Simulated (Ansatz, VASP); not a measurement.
# BN: VASP beside Ansatz

INCAR

```
ALGO = Normal
EDIFF = 1E-7
ENCUT = 520
GGA = PE
ISIF = 2
ISMEAR = 0
LASPH = True
LCHARG = True
LELF = True
LREAL = False
LVHAR = True
LWAVE = False
NBANDS = 16
NELM = 100
PREC = Accurate
SIGMA = 0.02
```

File KPOINTS:

```
k-points
0
Gamma
  12 12 4
```

Contents of POSCAR:

```
BN
1.0
    2.4695868583     -0.0442455334      0.0452220902
   -1.2731111851      2.0991750019      0.0066639807
    0.1203012720      0.0899262000      6.7747068480
B N
2 2
Direct
    0.3122342563      0.6766412096      0.2363598150
    0.7102940958      0.3881679563      0.7541689185
    0.3293213832      0.6943537474      0.7453551913
    0.6481525704      0.2408416982      0.2641160752
```

Input for Ansatz:

```yaml
crystal:
  lattice:
    - [2.4695868583, -0.0442455334, 0.0452220902]
    - [-1.2731111851, 2.0991750019, 0.0066639807]
    - [0.120301272, 0.0899262, 6.774706848]
  atoms:
    - { symbol: B, position: [0.3122342563, 0.6766412096, 0.236359815] }
    - { symbol: B, position: [0.7102940958, 0.3881679563, 0.7541689185] }
    - { symbol: "N", position: [0.3293213832, 0.6943537474, 0.7453551913] }
    - { symbol: "N", position: [0.6481525704, 0.2408416982, 0.2641160752] }
basis:
  ecutwfc: 420
kpoints:
  mp_grid: { grid: [12, 12, 4] }
hamiltonian:
  xc: pbe
scf:
  occupations: { method: gaussian, width: 0.02 }
output:
  forces: true
  stress: true
  eigenvalues: true
```

Change from the starting cell: all atoms moved at random, cell strained at random.

Alike in both runs: task single point; functional PBE; k mesh 12 × 12 × 4; occupations gaussian, width 0.02 eV; no spin polarisation.

|  | VASP | Ansatz |
| --- | --- | --- |
| version | VASP 6.6.1 | Ansatz 0.2.0 |
| potentials or method | VASP PAW PBE potentials, release 64 (B, N), cutoff 520 eV | scalar-relativistic, plane waves, PAW |
| valence electrons in the cell | 16 | 16 |

```csv
,VASP,Ansatz,Ansatz less VASP
gap on the k mesh at the Fermi level (eV),2.15,2.15,+0.009
least direct gap on the mesh (eV),3.02,3.03,+0.007
pressure (GPa),45.6,45.5,-0.06
"traceless stress, the component that is largest in VASP (GPa)",51.85,51.51,-0.340
rms of the force components (eV/Å),6.458,6.443,-0.0146
```

Atom by atom the forces differ by 0.025 eV/Å (rms over components). Both programs put the cell under a high pressure, so it lies far from rest at this level. The functional is the same, so the differences come from potentials, cutoffs and numerics.
